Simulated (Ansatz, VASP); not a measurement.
## Two plane-wave programs on MnO

The input INCAR:

```
PREC = Accurate
ENCUT = 600
EDIFF = 1E-6
ISMEAR = -1
SIGMA = 0.05
LREAL = F
LASPH = T
NELM = 200
ALGO = Normal
ISIF = 2
LWAVE = F
LCHARG = F
ISPIN = 2
MAGMOM = 3 0
LORBIT = 11
NUPDOWN = 3.0
LMAXMIX = 4
GGA = PE
NBANDS = 22
GGA_COMPAT = F
```

KPOINTS

```
regular mesh
0
Gamma
  9 9 9
```

Contents of POSCAR:

```
MnO
1.0
    0.0000000000      2.2239077028      2.2239077028
    2.2239077028      0.0000000000      2.2239077028
    2.2239077028      2.2239077028      0.0000000000
Mn O
1 1
Direct
    0.0000000000      0.0000000000      0.0000000000
    0.5000000000      0.5000000000      0.5000000000
```

input.yaml

```yaml
crystal:
  lattice:
    - [0.0, 2.2239077028, 2.2239077028]
    - [2.2239077028, 0.0, 2.2239077028]
    - [2.2239077028, 2.2239077028, 0.0]
  atoms:
    - { symbol: Mn, position: [0.0, 0.0, 0.0], spin: 3.0 }
    - { symbol: O, position: [0.5, 0.5, 0.5] }
hamiltonian:
  xc: pbe
  pseudopotentials: { kind: paw }
magnetization:
  spin_polarized: true
  initial_magnetization: 3.0
  spin_locking: { lock_magnetization: hard }
kpoints:
  mp_grid: { grid: [9, 9, 9] }
scf:
  occupations: { method: fermi_dirac, width: 0.05 }
  lower_state_search: "off"
output:
  forces: true
  stress: true
  eigenvalues: true
  write_density: true
  write_potential: true
  elf: true
  volumetric_format: npy
```

Alike in both runs: task single point; functional PBE; k mesh 9 × 9 × 9; occupations fermi-dirac, width 0.05 eV; collinear spin; fixed moment 3 μB.

```csv
,VASP,Ansatz
version,VASP 6.6.1,Ansatz 0.2.0
potentials or method,"VASP PAW PBE potentials, release 64 (Mn_sv, O)",Ansatz PAW
plane-wave cutoff (eV),600,420
valence electrons in the cell,21,21
```

VASP gave:

| Property | Result |
| --- | --- |
| pressure (GPa) | -25.2 |
| net moment per atom (μB) | 1.50 |
| size of the moment on the site where the two differ most (μB) | 2.83 |

Question: Estimate Ansatz's values.

Answer: Pressure (GPa): -23.4; net moment per atom (μB): 1.50; size of the moment on the site where the two differ most (μB): 2.76.

Site moments also hang on the region over which each program counts them. The functional is the same, so the differences come from potentials, cutoffs and numerics.
